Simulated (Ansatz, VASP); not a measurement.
**Two plane-wave programs on KTaO3**

File INCAR:

```
SYSTEM = KTaO3
PREC = Accurate
ENCUT = 520
EDIFF = 1E-7
ISMEAR = 0
SIGMA = 0.05
LREAL = .FALSE.
LASPH = .TRUE.
NELM = 60
ALGO = Normal
ISIF = 2
LWAVE = .FALSE.
LCHARG = .FALSE.
GGA = PE
NBANDS = 27
```

KPOINTS

```
regular mesh
0
G
  8 8 8
  0 0 0
```

Contents of POSCAR:

```
KTaO3
1.0
    4.1294137024      0.0000000000      0.0000000000
    0.0000000000      4.1294137024      0.0000000000
    0.0000000000      0.0000000000      4.1294137024
K Ta O
1 1 3
Direct
    0.5000000000      0.5000000000      0.5000000000
    0.0000000000      0.0000000000      0.0000000000
    0.5000000000      0.0000000000      0.0000000000
    0.0000000000      0.5000000000      0.0000000000
    0.0000000000      0.0000000000      0.5000000000
```

Input for Ansatz:

```yaml
crystal:
  lattice:
    - [4.1294137024, 0.0, 0.0]
    - [0.0, 4.1294137024, 0.0]
    - [0.0, 0.0, 4.1294137024]
  atoms:
    - { symbol: K, position: [0.5, 0.5, 0.5] }
    - { symbol: Ta, position: [0.0, 0.0, 0.0] }
    - { symbol: O, position: [0.5, 0.0, 0.0] }
    - { symbol: O, position: [0.0, 0.5, 0.0] }
    - { symbol: O, position: [0.0, 0.0, 0.5] }
basis:
  ecutwfc: 520.0
kpoints:
  mp_grid: { grid: [8, 8, 8] }
hamiltonian:
  xc: pbe
scf:
  occupations: { method: gaussian, width: 0.05 }
output:
  forces: true
  stress: true
  eigenvalues: true
```

Alike in both runs: task single point; functional PBE; k mesh 8 × 8 × 8; occupations gaussian, width 0.05 eV; no spin polarisation.

|  | VASP | Ansatz |
| --- | --- | --- |
| version | VASP 6.6.1 | Ansatz 0.2.0 |
| potentials or method | VASP PAW PBE potentials, release 64 (K_sv, Ta_pv, O), cutoff 520 eV | scalar-relativistic, plane waves, PAW |
| valence electrons in the cell | 38 | 40 |

VASP gave:

```
gap on the k mesh at the Fermi level (eV) : 1.94
least direct gap on the mesh (eV)         : 2.58
pressure (GPa)                            : -11.8
```

Problem. Which values does Ansatz return?

Solution. gap on the k mesh at the Fermi level (eV): 1.98; least direct gap on the mesh (eV): 2.61; pressure (GPa): -12.2.

VASP's potentials hold 38 valence electrons a cell and Ansatz's 40, so a difference there can come from the potentials and not from the codes.

Neither program's run includes spin-orbit coupling.
